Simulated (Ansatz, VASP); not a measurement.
# PbSe in VASP and in Ansatz

File INCAR:

```
ALGO = Normal ; EDIFF = 1E-6
ENCUT = 520 ; GGA = PE
ISIF = 2 ; ISMEAR = 0
IVDW = 12 ; LASPH = True
LCHARG = False ; LREAL = False
LWAVE = False ; NBANDS = 17
NELM = 80 ; PREC = Accurate
SIGMA = 0.15
```

Contents of KPOINTS:

```
k-points
0
Gamma
  14 14 14
```

File POSCAR:

```
PbSe
1.0
    3.8319220776     -0.4100580821     -0.4100580821
   -0.4100580821      3.8319220776     -0.4100580821
   -0.4100580821     -0.4100580821      3.8319220776
Pb Se
1 1
Direct
    0.0000000000      0.0000000000      0.0000000000
    0.5000000000      0.5000000000      0.5000000000
```

Input for Ansatz:

```yaml
crystal:
  lattice:
    - [3.8319220776, -0.4100580821, -0.4100580821]
    - [-0.4100580821, 3.8319220776, -0.4100580821]
    - [-0.4100580821, -0.4100580821, 3.8319220776]
  atoms:
    - { symbol: Pb, position: [0.0, 0.0, 0.0] }
    - { symbol: Se, position: [0.5, 0.5, 0.5] }
basis:
  ecutwfc: 420
kpoints:
  mp_grid: { grid: [14, 14, 14] }
hamiltonian:
  xc: pbe
  dispersion: d3bj
scf:
  occupations: { method: gaussian, width: 0.15 }
output:
  forces: true
  stress: true
  eigenvalues: true
```

Alike in both runs: task single point; functional PBE; dispersion D3(BJ); k mesh 14 × 14 × 14; occupations gaussian, width 0.15 eV; no spin polarisation.

|  | VASP | Ansatz |
| --- | --- | --- |
| version | VASP 6.6.1 | Ansatz 0.2.0 |
| potentials or method | VASP PAW PBE potentials, release 64 (Pb_d, Se), cutoff 520 eV | scalar-relativistic, plane waves, PAW |
| valence electrons in the cell | 20 | 30 |

VASP gave:

| Quantity | Value |
| --- | --- |
| gap on the k mesh at the Fermi level (eV) | none |
| pressure (GPa) | 7.0 |
| traceless stress, the component that is largest in VASP (GPa) | 10.52 |

Estimate Ansatz's values.

gap on the k mesh at the Fermi level (eV): none; pressure (GPa): 7.0; traceless stress, the component that is largest in VASP (GPa): 10.51.

A gap of «none» marks a metal or a gap that the smearing closes. VASP's potentials hold 20 valence electrons a cell and Ansatz's 30, so a difference there can come from the potentials and not from the codes.

Neither program's run includes spin-orbit coupling.
